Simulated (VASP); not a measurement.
## Cs4Zn: single point with PBE

Cs4Zn:

```xyz
5
Lattice="7.5419 0.0000 0.0000 0.0000 7.5419 0.0000 0.0000 0.0000 7.5419" Properties=species:S:1:pos:R:3 pbc="T T T"
Cs    3.7709    0.0000    0.0000
Cs    0.0000    3.7709    0.0000
Cs    0.0000    0.0000    3.7709
Cs    3.7709    3.7709    3.7709
Zn    0.0000    0.0000    0.0000
```

This cell differs from its parent crystal: volume scaled by 0.94.

| Item | Value |
| --- | --- |
| Program | VASP 6.6.1 |
| Task | single point |
| Functional | PBE |
| Potentials or basis | VASP PAW PBE potentials, release 64 (Cs_sv, Zn) |
| Cutoff | 520 eV |
| k mesh | 6 × 6 × 6 |
| Occupations | gaussian, width 0.1 eV |
| Spin | no spin polarisation |
| Dipole correction | no |
| Further INCAR settings | ALGO = Fast; EDIFF = 1e-07; NBANDS = 32 |

* Pressure: 0.2 GPa
* Band gap on the k mesh: zero (band 24 reaches 1.02 eV, above the bottom of band 25 at 0.21 eV)

Levels at points of the mesh, in eV from the Fermi level:
```
           k point  band 22  band 23  band 24  band 25  band 26  band 27
(0.00, 0.00, 0.00)    -3.99    -1.14     0.34     0.34     1.01     1.01
(0.50, 0.00, 0.00)    -3.75    -0.91    -0.08     0.75     0.75     0.78
(0.50, 0.50, 0.00)    -3.51    -0.44    -0.44    -0.08     0.68     0.85
(0.50, 0.50, 0.50)    -3.26    -0.47    -0.47    -0.47     0.05     0.95
```

Wall time 7.4 min on 1 thread of Oxide Virtual Turin-like Processor, with other jobs on the host, peak memory 0.52 GiB.

Caveat: spin-orbit coupling is left out, which moves the levels of the heavy elements.
